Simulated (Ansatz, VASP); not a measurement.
ZnO: VASP beside Ansatz

```
Zn O
1.0
     0.00000    2.16488    2.16488
     2.16488    0.00000    2.16488
     2.16488    2.16488    0.00000
Zn O
1 1
Direct
  0.50000 0.50000 0.50000
  0.00000 0.00000 0.00000
```

Alike in both runs: functional PBE; k mesh 12 × 12 × 12; occupations gaussian, width 0.02 eV; no spin polarisation.

Ansatz relaxed the structure, and its values are those at the end. VASP's run is a single point on that final structure, the one shown.

|  | VASP | Ansatz |
| --- | --- | --- |
| version | VASP 6.6.1 | Ansatz 0.2.0 |
| potentials or method | VASP PAW PBE potentials, release 64 (Zn, O_h), cutoff 1340 eV | scalar-relativistic, plane waves, PAW |
| valence electrons in the cell | 18 | 18 |

|  | VASP | Ansatz | Ansatz less VASP |
| --- | --- | --- | --- |
| gap on the k mesh at the Fermi level (eV) | 0.72 | 0.75 | +0.027 |
| least direct gap on the mesh (eV) | 1.96 | 1.99 | +0.029 |
| pressure (GPa) | 0.8 | 0.0 | -0.75 |
